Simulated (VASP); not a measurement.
LiNbO3:

```
Li Nb O
1.0
     3.33122    0.00000    0.00000
    -1.66561    2.88492    0.00000
     0.00000    0.00000    5.87169
Li Nb O
1 1 3
Direct
  0.00000 0.00000 0.00000
  0.00000 0.00000 0.50000
  0.50000 0.00000 0.50000
  0.00000 0.50000 0.50000
  0.50000 0.50000 0.50000
```

```yaml
Program: VASP 6.6.1
Task: relaxation of cell and atoms
Functional: PBE
Potentials_or_basis: VASP PAW PBE potentials, release 64 (Li_sv, Nb_sv, O)
Cutoff: 600 eV
k_mesh: 6 × 6 × 4
Occupations: gaussian, width 0.1 eV
Spin: no spin polarisation
```

At the start: pressure 201.2 GPa; volume 11.29 Å³/atom.

**Question.** How do energy, volume and symmetry change on relaxing?

**Answer.** Over 12 steps the energy falls by 3845.9 meV/atom and the volume is 16.74 Å³/atom (+48.3 %); space group P6/mmm (No. 191, to 0.05 Å).

The path:
```csv
step,energy change (eV),largest force (eV/Å),pressure (GPa),volume (Å³)
1,0.0000,0.0000,201.23,56.43
2,29.1523,0.0000,-54.69,233.48
3,-15.3390,0.0000,-26.80,114.69
4,-18.0817,0.0000,-17.75,100.94
5,-19.1521,0.0000,2.82,86.14
6,-19.1841,0.0000,-1.59,88.43
7,-19.1838,0.0000,-0.28,87.72
8,-19.2033,0.0000,-0.03,86.60
9,-19.2264,0.0000,0.48,84.34
10,-19.2285,0.0000,0.73,83.34
11,-19.2231,0.0000,-1.64,84.53
12,-19.2296,0.0000,0.03,83.68
```

Final structure:
```xyz
5
Lattice="4.1572 0.0000 0.0000 -2.0786 3.6002 0.0000 0.0000 0.0000 5.5911" Properties=species:S:1:pos:R:3 pbc="T T T"
Li    0.0000    0.0000    0.0000
Nb    0.0000    0.0000    2.7956
O     2.0786    0.0000    2.7956
O    -1.0393    1.8001    2.7956
O     1.0393    1.8001    2.7956
```

Caveat: the k points lie up to 0.29 Å⁻¹ apart in the final cell; the cutoff is under 1.25 times the usual one of these potentials, so pressure, stress and relaxed cells hold a basis-set (Pulay) error; the volume moved by over 15 % at a fixed basis, so the end points are rough.
